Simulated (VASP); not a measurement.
Set up this calculation in VASP 6.6.1, as the native input.

| Quantity | Value |
| --- | --- |
| Task | single point |
| Functional | r2SCAN |
| Potentials or basis | VASP PAW PBE potentials, release 64 (Pb_d, O) |
| Cutoff | 520 eV |
| k mesh | 8 × 8 × 8 |
| Occupations | gaussian, width 0.01 eV |
| Spin | no spin polarisation |
| Dipole correction | no |
| Further INCAR settings | ALGO = Normal; EDIFF = 1e-06; NBANDS = 17 |

The system is PbO.

```
CELL_PARAMETERS angstrom
0.00000 2.86987 2.79878
2.86987 0.00000 2.79878
2.86987 2.86987 0.00000
ATOMIC_POSITIONS crystal
Pb 0.00000 0.00000 0.00000
O 0.25000 0.25000 0.25000
```

This cell differs from its parent crystal: biaxial xy strain +2.5%.

The input as run:

POSCAR

```
PbO
1.0
    0.0000000000      2.8698657333      2.7987768025
    2.8698657333      0.0000000000      2.7987768025
    2.8698657333      2.8698657333      0.0000000000
Pb O
1 1
Direct
    0.0000000000      0.0000000000      0.0000000000
    0.2500000000      0.2500000000      0.2500000000
```

INCAR.step1

```
SYSTEM = PbO
PREC = Accurate
ENCUT = 520
ISMEAR = 0
SIGMA = 0.01
LREAL = .FALSE.
LASPH = .TRUE.
NELM = 100
NBANDS = 17
GGA = PE
ALGO = Normal
EDIFF = 1E-4
LWAVE = .TRUE.
LCHARG = .FALSE.
```

INCAR.step2

```
SYSTEM = PbO
PREC = Accurate
ENCUT = 520
EDIFF = 1E-6
ISMEAR = 0
SIGMA = 0.01
LREAL = .FALSE.
LASPH = .TRUE.
NELM = 100
ALGO = Normal
ISIF = 2
LWAVE = .FALSE.
LCHARG = .FALSE.
METAGGA = R2SCAN
LMIXTAU = .TRUE.
NBANDS = 17
ISTART = 1
```

KPOINTS

```
regular mesh
0
G
  8 8 8
  0 0 0
```

Potentials or basis: VASP PAW PBE potentials, release 64 (Pb_d, O).

Launch:

```console
$ cat potpaw_PBE.64/Pb_d/POTCAR potpaw_PBE.64/O/POTCAR > POTCAR
$ cp INCAR.step1 INCAR
$ mpirun -np 1 vasp_std > vasp.out
$ cp INCAR.step2 INCAR
$ mpirun -np 1 vasp_std > vasp.out
```

Results of the run:

```
Pressure               : -3.0 GPa
Band gap on the k mesh : 0.71 eV, indirect (least direct gap 0.90 eV)
```

Caveat: the cell differs from its parent crystal (biaxial xy strain +2.5%); the PAW data sets were made with another functional, which shifts forces and pressure a little; spin-orbit coupling is left out, which moves the levels of the heavy elements.

It took 2.1 min on 1 thread of Intel(R) Xeon(R) Platinum 8488C (Sapphire Rapids), on a shared host, peak memory 0.2 GiB.
